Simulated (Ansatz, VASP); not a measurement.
## Ta2N in VASP and in Ansatz

```xyz
9
Lattice="5.2286 0.0000 0.0000 -2.6143 4.5281 0.0000 0.0000 0.0000 4.8837" Properties=species:S:1:pos:R:3 pbc="T T T"
Ta    1.7432    3.0193    3.6761
Ta   -0.8711    1.5089    3.6761
Ta    1.7423    0.0000    3.6761
Ta    0.8711    1.5089    1.2077
Ta   -1.7432    3.0193    1.2077
Ta    3.4863    0.0000    1.2077
N     2.6143    1.5094    2.4419
N     0.0000    3.0188    2.4419
N     0.0000    0.0000    0.0000
```

Alike in both runs: functional LDA; k mesh 12 × 12 × 8; occupations gaussian, width 0.1 eV; no spin polarisation.

Ansatz relaxed the structure, and its values are those at the end. VASP's run is a single point on that final structure, the one shown.

```csv
,VASP,Ansatz
version,VASP 6.6.1,Ansatz 0.2.0
potentials or method,"VASP PAW LDA potentials, release 64 (Ta_pv, N), cutoff 520 eV","scalar-relativistic, plane waves, PAW"
valence electrons in the cell,81,93
```

Ansatz gave:

```
gap on the k mesh at the Fermi level (eV) : none
pressure (GPa)                            : 0.0
rms of the force components (eV/Å)        : 0.001
```

Task: Estimate VASP's values.

Result: gap on the k mesh at the Fermi level (eV): none; pressure (GPa): 1.6; rms of the force components (eV/Å): 0.008.

LDA's correlation is that of Perdew and Zunger in VASP and of Perdew and Wang (1992) in Ansatz. A gap of «none» marks a metal or a gap that the smearing closes. VASP's potentials hold 81 valence electrons a cell and Ansatz's 93, so a difference there can come from the potentials and not from the codes.

Spin-orbit coupling is off throughout.
